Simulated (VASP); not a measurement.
# Rh (P6_3/mmc) in VASP: notebook

The runs below take Rh through single point, with PBEsol.

Everything below comes from runs of VASP 6.6.1. Logs are shortened: lines on timing, memory, paths and dates and some standing lists are left out, and cuts for length are marked.

**1. The cell of the first run**

It takes space group P6_3/mmc (No. 194, hexagonal). The conventional cell has a = 2.647 Å, b = 2.647 Å, c = 3.932 Å, α = 90.00°, β = 90.00°, γ = 120.00°. Rh (site symmetry -6m2) has 12 Rh at 2.49 to 2.65 Å within 3.3 Å.

This isn't the form of Rh at room conditions, which is fcc.

**2. Single point, PBEsol (11.93 Å³/atom)**

INCAR reads:

```
SYSTEM = Rh
ALGO     = Fast           ! electronic algorithm
EDIFF    = 1E-6           ! SCF threshold, eV
ENCUT    = 520            ! plane-wave cutoff, eV
GGA      = PS             ! functional
ISIF     = 2              ! what is computed and relaxed
ISMEAR   = 0              ! smearing method
LASPH    = .True.         ! aspherical terms in the spheres
LCHARG   = .True.         ! write CHGCAR
LELF     = .True.         ! ELF
LREAL    = .False.        ! projectors in reciprocal space
LVHAR    = .True.       
LWAVE    = .False.        ! write WAVECAR
NBANDS   = 22             ! bands
NELM     = 80             ! most SCF steps
PREC     = Accurate       ! precision mode
SIGMA    = 0.15           ! smearing width, eV
```

KPOINTS reads:

```
k-points
0
Gamma
  21 21 12
  0 0 0
```

POSCAR reads:

```
Rh
1.0
    2.6466107757      0.0000000000      0.0000000000
   -1.3233053879      2.2920321657      0.0000000000
    0.0000000000      0.0000000000      3.9323342906
Rh
2
Direct
    0.6666666667      0.3333333333      0.7500000000
    0.3333333333      0.6666666667      0.2500000000
```

Potentials or basis: VASP PAW PBE potentials, release 64 (Rh_pv).

The run is started by

```
cat potpaw_PBE.64/Rh_pv/POTCAR > POTCAR
mpirun -np 1 vasp_std > vasp.out
```

OUTCAR:

```text
SYSTEM = Rh
   EDIFF = 1E-6
   ENCUT = 520
   GGA = PS
   ISIF = 2
   ISMEAR = 0
   LASPH = .True.
   LREAL = .False.
   NELM = 80
   PREC = Accurate

 ion  position               nearest neighbor table
   1  0.667  0.333  0.750-   2 2.49   2 2.49   2 2.49   2 2.49   2 2.49   2 2.49
   2  0.333  0.667  0.250-   1 2.49   1 2.49   1 2.49   1 2.49   1 2.49   1 2.49

  LATTYP: Found a hexagonal cell.
 ALAT       =     2.6466107757
 C/A-ratio  =     1.4858000000

  Lattice vectors:

 A1 = (   2.6466107757,   0.0000000000,   0.0000000000)
 A2 = (  -1.3233053879,   2.2920321657,   0.0000000000)
 A3 = (   0.0000000000,   0.0000000000,   3.9323342906)

Analysis of symmetry for initial positions (statically):
=====================================================================
 Subroutine PRICEL returns:
 Original cell was already a primitive cell.

 Routine SETGRP: Setting up the symmetry group for a
 hexagonal supercell.

 Subroutine GETGRP returns: Found 24 space group operations
 (whereof 12 operations were pure point group operations)
 out of a pool of 24 trial point group operations.

The static configuration has the point symmetry D_3d.
 The point group associated with its full space group is D_6h.

Analysis of symmetry for dynamics (positions and initial velocities):
=====================================================================
 Subroutine PRICEL returns:
 Original cell was already a primitive cell.

 Routine SETGRP: Setting up the symmetry group for a
 hexagonal supercell.

 Subroutine GETGRP returns: Found 24 space group operations
 (whereof 12 operations were pure point group operations)
 out of a pool of 24 trial point group operations.

The dynamic configuration has the point symmetry D_3d.
 The point group associated with its full space group is D_6h.

 Subroutine INISYM returns: Found 24 space group operations
 (whereof 12 operations are pure point group operations),
 and found     1 'primitive' translations

----------------------------------------------------------------------------------------

                                     Primitive cell

  volume of cell :      23.8540

  direct lattice vectors                    reciprocal lattice vectors
     2.646610776  0.000000000  0.000000000     0.377841732  0.218147026  0.000000000
    -1.323305388  2.292032166  0.000000000     0.000000000  0.436294052  0.000000000
     0.000000000  0.000000000  3.932334291     0.000000000  0.000000000  0.254301879

  length of vectors
     2.646610776  2.646610776  3.932334291     0.436294052  0.436294052  0.254301879

  position of ions in fractional coordinates (direct lattice)
     0.666666667  0.333333333  0.750000000
     0.333333333  0.666666667  0.250000000

  ion indices of the primitive-cell ions
   primitive index   ion index
                 1           1
                 2           2

----------------------------------------------------------------------------------------

 KPOINTS: k-points

Automatic generation of k-mesh.
 Grid dimensions read from file:
 generate k-points for:   21   21   12

 Generating k-lattice:

  Cartesian coordinates                     Fractional coordinates (reciprocal lattice)
     0.017992463  0.010387954  0.000000000     0.047619048  0.000000000  0.000000000
     0.000000000  0.020775907  0.000000000     0.000000000  0.047619048  0.000000000
     0.000000000  0.000000000  0.021191823     0.000000000  0.000000000  0.083333333

  Length of vectors
     0.020775907  0.020775907  0.021191823

  Shift w.r.t. Gamma in fractional coordinates (k-lattice)
     0.000000000  0.000000000  0.000000000

 Subroutine IBZKPT returns following result:
 ===========================================

 Found    336 irreducible k-points:

 Following reciprocal coordinates:
            Coordinates               Weight
  0.000000  0.000000  0.000000      1.000000
  0.047619 -0.000000  0.000000      6.000000
  0.095238 -0.000000  0.000000      6.000000
  0.142857  0.000000  0.000000      6.000000
  0.190476 -0.000000  0.000000      6.000000
  0.238095 -0.000000  0.000000      6.000000
[... 16 lines left out ...]
  0.142857  0.095238  0.000000     12.000000
  0.190476  0.095238  0.000000     12.000000
 [... further k-points ...]
   k-points           NKPTS =    336   k-points in BZ     NKDIM =    336   number of bands    NBANDS=     22
   number of dos      NEDOS =    301   number of ions     NIONS =      2
   total plane-waves  NPLWV =  12000
   dimension x,y,z NGX =    20 NGY =   20 NGZ =   30
   dimension x,y,z NGXF=    40 NGYF=   40 NGZF=   60
   ions per type =               2
   NGX,Y,Z   is equivalent  to a cutoff of  12.56, 12.56, 12.68 a.u.
   NGXF,Y,Z  is equivalent  to a cutoff of  25.13, 25.13, 25.37 a.u.
 SYSTEM =  Rh
   PREC   = accura    normal or accurate (medium, high low for compatibility)
   ISTART =      0    job   : 0-new  1-cont  2-samecut
   ICHARG =      2    charge: 1-file 2-atom 10-const
   ISPIN  =      1    spin polarized calculation?
   LNONCOLLINEAR =      F non collinear calculations
   LSORBIT =      F    spin-orbit coupling
   LASPH  =      T    aspherical Exc in radial PAW
   ENCUT  =  520.0 eV  38.22 Ry    6.18 a.u.   4.92  4.92  7.31*2*pi/ulx,y,z
   NELM   =     80;   NELMIN=  2; NELMDL= -5     # of ELM steps
   EDIFF  = 0.1E-05   stopping-criterion for ELM
   LREAL  =      F    real-space projection
[... 7 lines left out ...]
   TEBEG  =    0.0;   TEEND  =   0.0 temperature during run
   PSTRESS=    0.0 pullay stress
   NELECT =      30.0000    total number of electrons
   NUPDOWN=      -1.0000    fix difference up-down
   EMIN   =  10.00;   EMAX   =-10.00  energy-range for DOS
   EFERMI =   0.00;   METHOD = LEGACY
   ISMEAR =     0;   SIGMA  =   0.15  broadening in eV -4-tet -1-fermi 0-gaus
   EFERMI_NEDOS =   21; number of points for ismear=-14 and -15
   IALGO  =     68    algorithm
   IMIX   =      4    mixing-type and parameters
     AMIX     =   0.40;   BMIX     =  1.00
     AMIX_MAG =   1.60;   BMIX_MAG =  1.00
  volume/ion in A,a.u.               =      11.93        80.49
  Fermi-wavevector in a.u.,A,eV,Ry     =   1.767102  3.339338 42.486204  3.122648
  Thomas-Fermi vector in A             =   2.834553
   LORBIT       =      0    0 simple, 1 ext, 2 COOP (PROOUT), +10 PAW based schemes
   GGA     = PS    functional components
   LHFCALC =     F    Hartree Fock is set to
   AEXX    =    0.0000 exact exchange contribution
   IVDW    =     0    specifies the selected vdW correction
   LEPSILON=     F    determine dielectric tensor
   LRPA    =     F    only Hartree local field effects (RPA)
 non-spin polarized calculation
 RMM-DIIS sequential band-by-band and
 Gauss-broadening in eV      SIGMA  =   0.15
  energy-cutoff  :      520.00
  volume of cell :       23.85
 maximum number of plane-waves:       663
 NGX is ok and might be reduce to    20
   NGX =  9   NGY =  9   NGZ = 15

 number of electron      29.9999993 magnetization

 Free energy of the ion-electron system (eV)
  ---------------------------------------------------
  ext. energy  EPLUGINS =         0.00000000
  ---------------------------------------------------
  free energy    TOTEN  =       -15.57747597 eV

  energy without entropy =      -15.54568936  energy(sigma->0) =      -15.56158267

 E-fermi :  14.7284     XC(G=0): -15.1419

 val. band max:       14.7280257394   @ k =   0.3810   0.1905   0.3333
 cond. band min:      14.7284277024   @ k =   0.4286  -0.0000   0.2500
 fundamental gap:      0.0004019630
 Fermi energy:        14.7283652043

 k-point     1 :       0.0000    0.0000    0.0000
  band No.  band energies     occupation
      1     -33.3902      2.00000
      2     -32.2525      2.00000
      3     -32.2525      2.00000
      4     -31.9912      2.00000
      5     -31.9912      2.00000
      6     -31.9475      2.00000
[... 14 lines left out ...]
     21      34.0362      0.00000
     22      34.0607      0.00000

 k-point     2 :       0.0476   -0.0000    0.0000
  band No.  band energies     occupation
      1     -33.3813      2.00000
      2     -32.2675      2.00000
      3     -32.2585      2.00000
      4     -32.0074      2.00000
      5     -31.9925      2.00000
      6     -31.9530      2.00000
[... 14 lines left out ...]
     21      34.1176      0.00000
     22      34.1603      0.00000

 k-point     3 :       0.0952   -0.0000    0.0000
  band No.  band energies     occupation
      1     -33.3551      2.00000
      2     -32.3110      2.00000
      3     -32.2756      2.00000
      4     -32.0542      2.00000
      5     -31.9965      2.00000
      6     -31.9693      2.00000
[... 14 lines left out ...]
     21      34.3352      0.00000
     22      34.3587      0.00000

 k-point     4 :       0.1429    0.0000    0.0000
  band No.  band energies     occupation
      1     -33.3125      2.00000
      2     -32.3795      2.00000
      3     -32.3017      2.00000
      4     -32.1265      2.00000
      5     -32.0033      2.00000
      6     -31.9962      2.00000
[... 14 lines left out ...]
     21      34.1503      0.00000
     22      34.5054      0.00000

 k-point     5 :       0.1905   -0.0000    0.0000
  band No.  band energies     occupation
      1     -33.2554      2.00000
      2     -32.4670      2.00000
      3     -32.3340      2.00000
      4     -32.2167      2.00000
      5     -32.0334      2.00000
      6     -32.0129      2.00000
[... 417 lines left out ...]
 k-point    22 :       0.0952    0.0952    0.0000
  band No.  band energies     occupation
      1     -33.2876      2.00000
      2     -32.4030      2.00000
      3     -32.3411      2.00000
      4     -32.1475      2.00000
      5     -32.0172      2.00000
      6     -32.0123      2.00000
[... 14 lines left out ...]
     21      33.2445      0.00000
     22      34.7666      0.00000

 k-point    23 :       0.1429    0.0952    0.0000
  band No.  band energies     occupation
      1     -33.2316      2.00000
      2     -32.4752      2.00000
      3     -32.3985      2.00000
      4     -32.2102      2.00000
      5     -32.0493      2.00000
      6     -32.0343      2.00000
[... 14 lines left out ...]
     21      31.9271      0.00000
     22      33.7129      0.00000

 k-point    24 :       0.1905    0.0952    0.0000
  band No.  band energies     occupation
      1     -33.1635      2.00000
      2     -32.5642      2.00000
      3     -32.4577      2.00000
      4     -32.2782      2.00000
      5     -32.0958      2.00000
      6     -32.0522      2.00000
[... 14 lines left out ...]
     21      30.8342      0.00000
     22      32.7590      0.00000

 [... further k-points ...]

------------------------ aborting loop because EDIFF is reached ----------------------------------------

  FORCE on cell =-STRESS in cart. coord.  units (eV):
  Direction    XX          YY          ZZ          XY          YZ          ZX
  --------------------------------------------------------------------------------------
  -------------------------------------------------------------------------------------
  Total        6.3842020      6.3842020     12.1174465     -0.0000000     -0.0000000      0.0000000
  in kB      428.8011940    428.8011940    813.8801906     -0.0000000     -0.0000000      0.0000000
  external PRESSURE =     557.1608595 kB  Pullay stress =       0.0000000 kB

 VOLUME and BASIS-vectors are now :
 -----------------------------------------------------------------------------
  energy-cutoff  :      520.00
  volume of cell :       23.85
      direct lattice vectors                 reciprocal lattice vectors
     2.646610776  0.000000000  0.000000000     0.377841732  0.218147026  0.000000000
    -1.323305388  2.292032166  0.000000000     0.000000000  0.436294052  0.000000000
     0.000000000  0.000000000  3.932334291     0.000000000  0.000000000  0.254301879

 POSITION                                       TOTAL-FORCE (eV/Angst)
 -----------------------------------------------------------------------------------
      1.32331      0.76401      2.94925         0.000000     -0.000000      0.000000
     -0.00000      1.52802      0.98308        -0.000000      0.000000      0.000000
 -----------------------------------------------------------------------------------
    total drift:                               -0.000000      0.000000     -0.000000

  FREE ENERGIE OF THE ION-ELECTRON SYSTEM (eV)
  ---------------------------------------------------
  free  energy   TOTEN  =       -15.5774759676 eV

  energy  without entropy=      -15.5456893646  energy(sigma->0) =      -15.56158267
```

Wall time 2.2 min (1 thread of Intel Xeon Platinum 8124M at 3.00GHz (Skylake/Cascade Lake), shared host); peak memory 0.24 GiB.

Results:

* Free energy: -15.5775 eV
* Pressure: 55.7 GPa
* Band gap on the k mesh: zero (bands 15 and 16 overlap by 2.64 eV)

Caveat: the cell stands under pressure; the PAW data sets were made with another functional, which shifts forces and pressure a little.

**3. Single point, PBEsol (11.93 Å³/atom)**

INCAR reads:

```
PREC = Accurate
ENCUT = 520
EDIFF = 1E-6
ISMEAR = 0
SIGMA = 0.15
LREAL = False
LASPH = True
NELM = 80
ALGO = Fast
ISIF = 2
LWAVE = False
LCHARG = True
GGA = PS
LELF = True
LVHAR = True
NBANDS = 22
```

KPOINTS reads:

```
Automatic mesh
0
Gamma
  21 21 12
```

POSCAR reads:

```
Rh
1.0
    2.5766618473      0.0000000000      0.0000000000
   -1.2883309237      2.2314546167      0.0000000000
    0.0000000000      0.0000000000      4.1487353269
Rh
2
Direct
    0.6666666667      0.3333333333      0.7500000000
    0.3333333333      0.6666666667      0.2500000000
```

Potentials or basis: VASP PAW PBE potentials, release 64 (Rh_pv).

The run is started by

```
cat potpaw_PBE.64/Rh_pv/POTCAR > POTCAR
mpirun -np 1 vasp_std > vasp.out
```

It took 2 min on 1 thread of Intel Xeon Platinum 8124M at 3.00GHz (Skylake/Cascade Lake), shared host; peak memory 0.24 GiB.

It converged, with:

- Free energy: -15.7492 eV
- Pressure: 51.7 GPa
- Band gap on the k mesh: zero (bands 15 and 16 overlap by 3.04 eV)

Stress tensor (GPa, compression positive):
```
50.78  0.00  0.00
 0.00 50.78  0.00
 0.00  0.00 53.45
```

Levels at points of the mesh, in eV from the Fermi level:
```tsv
k point	band 11	band 12	band 13	band 14	band 15	band 16	band 17	band 18	band 19	band 20
(0.00, 0.00, 0.00)	-3.84	-3.16	-3.16	-2.45	-2.45	0.15	0.15	0.55	10.17	15.66
(0.00, 0.00, 0.50)	-3.98	-3.98	-3.95	-3.95	-0.54	-0.54	-0.54	-0.54	15.06	15.06
```

Caveat: the cell stands under pressure; the PAW data sets were made with another functional, which shifts forces and pressure a little.

**4. Single point, PBEsol (12.47 Å³/atom)**

This run uses another cell than the first one, of 12.47 Å³/atom.

INCAR reads:

```
ALGO = Fast
EDIFF = 1E-6
ENCUT = 520
GGA = PS
ISIF = 2
ISMEAR = 0
LASPH = True
LCHARG = False
LREAL = False
LWAVE = False
NBANDS = 22
NELM = 100
PREC = Accurate
SIGMA = 0.15
```

KPOINTS reads:

```
k-points
0
Gamma
  21 21 12
```

POSCAR reads:

```
Rh
1.0
    2.5120707241      0.0000000000      0.0000000000
   -1.2560353620      2.1755170632      0.0000000000
    0.0000000000      0.0000000000      4.5631764703
Rh
2
Direct
    0.6666666667      0.3333333333      0.7500000000
    0.3333333333      0.6666666667      0.2500000000
```

The run is started by

```
cat potpaw_PBE.64/Rh_pv/POTCAR > POTCAR
mpirun -np 1 vasp_std > vasp.out
```

Wall time 2 min (1 thread of Intel Xeon Platinum 8124M at 3.00GHz (Skylake/Cascade Lake), shared host); peak memory 0.25 GiB.

It converged, with:

| Property | Result |
| --- | --- |
| Free energy | -15.7227 eV |
| Pressure | 35.5 GPa |
| Band gap on the k mesh | zero (bands 15 and 16 overlap by 3.21 eV) |

Stress tensor (GPa, compression positive):
```
52.85  0.00  0.00
 0.00 52.85  0.00
 0.00  0.00  0.75
```

Levels at points of the mesh, in eV from the Fermi level:
| k point | band 13 | band 14 | band 15 | band 16 | band 17 | band 18 |
| --- | --- | --- | --- | --- | --- | --- |
| (0.00, 0.00, 0.00) | -3.09 | -1.21 | -1.21 | -0.52 | 0.38 | 0.38 |
| (0.00, 0.00, 0.50) | -3.42 | -3.42 | -0.23 | -0.23 | -0.23 | -0.23 |

Caveat: the cell stands under pressure; the PAW data sets were made with another functional, which shifts forces and pressure a little.

[end of part 1 of 2]
